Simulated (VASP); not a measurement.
**GePt2: single point with PBEsol**

The system is GePt2.

```
CELL_PARAMETERS angstrom
7.30158 0.00000 0.00000
-3.65079 6.32336 0.00000
0.00000 0.00000 3.45868
ATOMIC_POSITIONS crystal
Ge 0.66667 0.33333 0.00000
Ge 0.33333 0.66667 0.00000
Ge 0.00000 0.00000 0.50000
Pt 0.62294 0.00000 0.50000
Pt 0.37706 0.37706 0.50000
Pt 0.00000 0.62294 0.50000
Pt 0.00000 0.28491 0.00000
Pt 0.71509 0.71509 0.00000
Pt 0.28491 0.00000 0.00000
```

This cell differs from its parent crystal: strain +0.080 along x and y, +0.000 along z.

| Property | Result |
| --- | --- |
| Program | VASP 6.6.1 |
| Task | single point |
| Functional | PBEsol |
| Potentials or basis | VASP PAW PBE potentials, release 64 (Ge_d, Pt) |
| Cutoff | 520 eV |
| k mesh | 6 × 6 × 12 |
| Occupations | gaussian, width 0.15 eV |
| Spin | no spin polarisation |
| Dipole correction | no |
| Further INCAR settings | ALGO = Fast; EDIFF = 1e-06; NBANDS = 61 |

The pressure is -23.8 GPa. The largest force is 0.424 eV/Å. The band gap on the k mesh is zero (bands 51 and 52 overlap by 1.02 eV).

Forces in eV/Å, atoms in the order of the input:
```
Ge   0.000  0.000  0.000
Ge   0.000  0.000  0.000
Ge   0.000  0.000  0.000
Pt   0.190  0.000  0.000
Pt  -0.095 -0.165  0.000
Pt  -0.095  0.165  0.000
Pt  -0.212  0.367  0.000
Pt  -0.212 -0.367  0.000
Pt   0.424  0.000  0.000
```

Stress tensor (GPa, compression positive):
```
-26.12   0.00   0.00
  0.00 -26.12   0.00
  0.00   0.00 -19.20
```

Levels at points of the mesh, in eV from the Fermi level:
| k point | band 48 | band 49 | band 50 | band 51 | band 52 | band 53 | band 54 | band 55 |
| --- | --- | --- | --- | --- | --- | --- | --- | --- |
| (0.00, 0.00, 0.00) | -1.32 | -0.96 | -0.96 | -0.90 | -0.73 | 1.22 | 1.82 | 4.04 |
| (0.50, 0.00, 0.00) | -0.90 | -0.77 | -0.66 | -0.42 | -0.07 | 0.51 | 0.58 | 2.73 |
| (0.00, 0.00, 0.50) | -0.52 | -0.52 | 0.14 | 0.14 | 0.24 | 0.72 | 0.89 | 1.17 |
| (0.50, 0.00, 0.50) | -0.93 | -0.85 | -0.83 | -0.62 | 0.90 | 1.31 | 1.46 | 2.06 |

It took 15 min on 1 thread of Oxide Virtual Turin-like Processor, with other jobs on the host, peak memory 0.48 GiB.

Caveat: the cell differs from its parent crystal (strain +0.080 along x and y, +0.000 along z); the stress differs along the axes, from -26 to -19 GPa; the PAW data sets were made with another functional, which shifts forces and pressure a little; spin-orbit coupling is left out, which moves the levels of the heavy elements.
